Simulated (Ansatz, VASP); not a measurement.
One calculation of W, two programs

```xyz
1
Lattice="-1.7371 1.4575 1.5973 1.7371 -1.4575 1.5973 1.7371 1.4575 -1.5973" Properties=species:S:1:pos:R:3 pbc="T T T"
W     0.0000    0.0000    0.0000
```

Change from the starting cell: strain +0.0875 x Voigt [1, -1, 0, 0, 0, 0], atoms carried along.

Alike in both runs: task single point; functional PBE; k mesh 20 × 20 × 20; occupations gaussian, width 0.15 eV; no spin polarisation.

|  | VASP | Ansatz |
| --- | --- | --- |
| version | VASP 6.6.1 | Ansatz 0.2.0 |
| potentials or method | VASP PAW PBE potentials, release 64 (W_sv), cutoff 520 eV | scalar-relativistic, plane waves, PAW |
| valence electrons in the cell | 14 | 14 |

Ansatz gave:

- gap on the k mesh at the Fermi level (eV): none
- pressure (GPa): 2.6
- traceless stress, the component that is largest in VASP (GPa): 23.24

Q: Estimate VASP's values.

A: gap on the k mesh at the Fermi level (eV): none; pressure (GPa): 3.1; traceless stress, the component that is largest in VASP (GPa): 23.29.

A gap of «none» marks a metal or a gap that the smearing closes.

Neither program's run includes spin-orbit coupling.
